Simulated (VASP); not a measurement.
Write the native input for VASP 6.6.1 that does the following.

```yaml
Task: relaxation of cell and atoms
Functional: PBE
Potentials_or_basis: VASP PAW PBE potentials, release 64 (Ga_d, N)
Cutoff: 600 eV
k_mesh: 12 × 12 × 6
Occupations: gaussian, width 0.02 eV
Spin: no spin polarisation
Dipole_correction: no
Further_INCAR_settings: ALGO = Normal; EDIFF = 1e-06; IBRION = 2; EDIFFG = -0.005; NSW = 100; ISIF = 3
```

The structure of GaN lies in POSCAR:

```
GaN
1.0
    3.1889304035      0.0000000000      0.0000000000
   -1.5944652018      2.7616947404      0.0000000000
    0.0000000000      0.0000000000      5.1923572500
Ga N
2 2
Direct
    0.6666666700      0.3333333300      0.4990837100
    0.3333333300      0.6666666700      0.9990837100
    0.6666666700      0.3333333300      0.8759162900
    0.3333333300      0.6666666700      0.3759162900
```

These files were run (other wordings do the same):

INCAR

```
SYSTEM = GaN
ALGO = Normal
EDIFF = 1E-6
EDIFFG = -0.005
ENCUT = 600
GGA = PE
IBRION = 2
ISIF = 3
ISMEAR = 0
LASPH = .True.
LCHARG = .False.
LREAL = .False.
LWAVE = .False.
NELM = 60
NSW = 100
PREC = Accurate
SIGMA = 0.02
```

KPOINTS

```
k-points
0
Gamma
  12 12 6
  0 0 0
```

Potentials or basis: VASP PAW PBE potentials, release 64 (Ga_d, N).

Launch:

```sh
$ cat potpaw_PBE.64/Ga_d/POTCAR potpaw_PBE.64/N/POTCAR > POTCAR
$ mpirun -np 1 vasp_std > vasp.out
```

It gave:

```yaml
Relaxed_volume: 11.75 Å³/atom
Relaxed_cell: a = 3.218 Å, b = 3.218 Å, c = 5.242 Å, α = 90.00°, β = 90.00°, γ = 120.00°
Space_group_after_relaxing_to_0.1_Å: P6_3mc (No. 186)
Energy_gained_by_relaxing: 5.0 meV/atom
Ionic_steps: 7
Pressure_after_relaxing: 0.0 GPa
Band_gap_on_the_k_mesh: 1.72 eV
```

Run time: 9.8 min on 1 thread of Intel Xeon 8259CL (shared host), peak memory 0.24 GiB.
